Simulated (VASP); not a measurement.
Runs of VASP 6.6.1 on GaSb. The structure is that of space group Pm-3m (No. 221), or close to it. The cells are those of the table. 

```csv
task,level,cell,k mesh,cutoff (eV),gap on the mesh (eV),pressure (GPa),relaxed volume (Å³/atom)
relaxation of cell and atoms,r2SCAN+rVV10,"relaxed from a = 3.535 Å, 2 atoms",6 × 6 × 6,600,-,0.0,22.57
single point,PBEsol,"a = 3.535 Å, 2 atoms",6 × 6 × 6,500,none,0.0,-
single point,r2SCAN+rVV10,"a = 3.559 Å, 2 atoms",6 × 6 × 6,520,none,0.1,-
single point,r2SCAN+rVV10,"a = 3.559 Å, 2 atoms",8 × 8 × 8,520,none,0.6,-
relaxation of cell and atoms,PBEsol,"relaxed from a = 3.377 Å, 2 atoms",6 × 6 × 6,500,-,0.0,(a)
```

Alike in all rows: potentials or basis VASP PAW PBE potentials, release 64 (Ga_d, Sb); no spin polarisation; smearing fermi-dirac 0.03 eV.

Estimate the missing entries.

(a) 22.09.

Caveats: the PAW data sets were made with another functional, which shifts forces and pressure a little; spin-orbit coupling is left out, which moves the levels of the heavy elements; the bands computed are all filled at some k points, so no gap is given (some runs).

A k mesh can miss the band edges, and the runs leave out spin-orbit coupling on Ga, Sb.

A gap of «none» marks levels without a gap at the run's occupations.
